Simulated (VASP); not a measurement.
**Zr2N: single point with r2SCAN**

The system is Zr2N.

```
Zr N
1.0
     5.41300    0.00000    0.00000
     0.00000    5.41300    0.00000
     0.00000    0.00000    3.30779
Zr N
4 2
Direct
  0.29613 0.29613 0.00000
  0.70387 0.70387 0.00000
  0.79613 0.20387 0.50000
  0.20387 0.79613 0.50000
  0.00000 0.00000 0.00000
  0.50000 0.50000 0.50000
```

```yaml
Program: VASP 6.6.1
Task: single point
Functional: r2SCAN
Potentials_or_basis: VASP PAW PBE potentials, release 64 (Zr_sv, N)
Cutoff: 520 eV
k_mesh: 8 × 8 × 10
Occupations: methfessel-paxton, width 0.5 eV
Spin: no spin polarisation
```

The pressure is -0.1 GPa. The largest force is 0.034 eV/Å. The band gap on the k mesh is zero (bands 29 and 30 overlap by 2.62 eV).

Forces in eV/Å, atoms in the order of the input:
```
Zr   0.024  0.024  0.000
Zr  -0.024 -0.024  0.000
Zr   0.024 -0.024  0.000
Zr  -0.024  0.024  0.000
N    0.000  0.000  0.000
N    0.000  0.000  0.000
```

Stress tensor (GPa, compression positive):
```
-0.04  0.00  0.00
 0.00 -0.04  0.00
 0.00  0.00 -0.30
```

Levels at points of the mesh, in eV from the Fermi level:
```
           k point  band 26  band 27  band 28  band 29  band 30  band 31  band 32  band 33  band 34  band 35
(0.00, 0.00, 0.00)    -2.05     0.09     0.75     0.86     1.03     1.03     1.48     1.56     1.56     2.49
(0.50, 0.00, 0.00)    -2.18    -1.03    -1.03     1.45     1.45     1.63     1.63     1.86     1.86     3.29
(0.50, 0.50, 0.00)    -1.68    -1.10    -1.10     0.90     0.90     1.45     1.45     1.76     1.76     2.08
(0.00, 0.00, 0.50)    -1.33    -1.19    -1.19    -1.17    -1.17     2.01     2.01     3.24     3.24     3.86
(0.50, 0.00, 0.50)    -1.81    -1.00    -1.00    -0.89    -0.89     1.57     1.57     3.49     3.49     3.85
(0.50, 0.50, 0.50)    -1.66    -0.82    -0.82    -0.40    -0.40     1.17     1.17     2.67     2.67     4.04
```

It took 14 min on 1 thread of Intel(R) Xeon(R) Platinum 8488C (Sapphire Rapids), on a shared host, peak memory 0.38 GiB.

Caveat: so wide a smearing shifts energies and pressures; the PAW data sets were made with another functional, which shifts forces and pressure a little.
